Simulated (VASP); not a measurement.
Write the native input for VASP 6.6.1 that does the following.

```
Task                   : relaxation of cell and atoms
Functional             : PBEsol
Potentials or basis    : VASP PAW PBE potentials, release 64 (Ca_sv)
Cutoff                 : 600 eV
k mesh                 : 18 × 18 × 18
Occupations            : fermi-dirac, width 0.08 eV
Spin                   : no spin polarisation
Target pressure        : 10 GPa
Dipole correction      : no
Further INCAR settings : ALGO = Normal; EDIFF = 1e-06; IBRION = 2; EDIFFG = -0.002; NSW = 100; ISIF = 3
```

The structure of Ca lies in POSCAR:

```
Ca
1.0
    0.0000000000      2.7277947334      2.7277947334
    2.7277947334      0.0000000000      2.7277947334
    2.7277947334      2.7277947334      0.0000000000
Ca
1
Direct
    0.0000000000      0.0000000000      0.0000000000
```

The input as run:

INCAR

```
SYSTEM = Ca
PREC = Accurate ; ENCUT = 600
EDIFF = 1E-6 ; ISMEAR = -1
SIGMA = 0.08 ; LREAL = .FALSE.
LASPH = .TRUE. ; NELM = 80
ALGO = Normal ; ISIF = 3
LWAVE = .FALSE. ; LCHARG = .FALSE.
GGA = PS ; IBRION = 2
NSW = 100 ; EDIFFG = -0.002
PSTRESS = 100.0
```

KPOINTS

```
regular mesh
0
G
  18 18 18
  0 0 0
```

Potentials or basis: VASP PAW PBE potentials, release 64 (Ca_sv).

Run with:

```bash
$ cat potpaw_PBE.64/Ca_sv/POTCAR > POTCAR
$ mpirun -np 1 vasp_std > vasp.out
```

Results of the run:

```
Relaxed volume                                             : 29.14 Å³/atom
Relaxed cell                                               : a = 3.454 Å, b = 3.454 Å, c = 3.454 Å, α = 60.00°, β = 60.00°, γ = 60.00°
Space group after relaxing (to 0.1 Å)                      : Fm-3m (No. 225)
Energy change on relaxing (the run minimises the enthalpy) : +286.1 meV/atom
Ionic steps                                                : 17
Pressure after relaxing                                    : 10.0 GPa
```

Caveat: the cell is relaxed towards a set pressure, so the run minimises the enthalpy, not the energy; the volume moved by over 15 % at a fixed basis, so the end points are rough; the PAW data sets were made with another functional, which shifts forces and pressure a little.

Wall time 8.4 min on 1 thread of Intel(R) Xeon(R) Platinum 8259CL CPU @ 2.50GHz (Skylake/Cascade Lake), with other jobs on the host, peak memory 0.26 GiB.
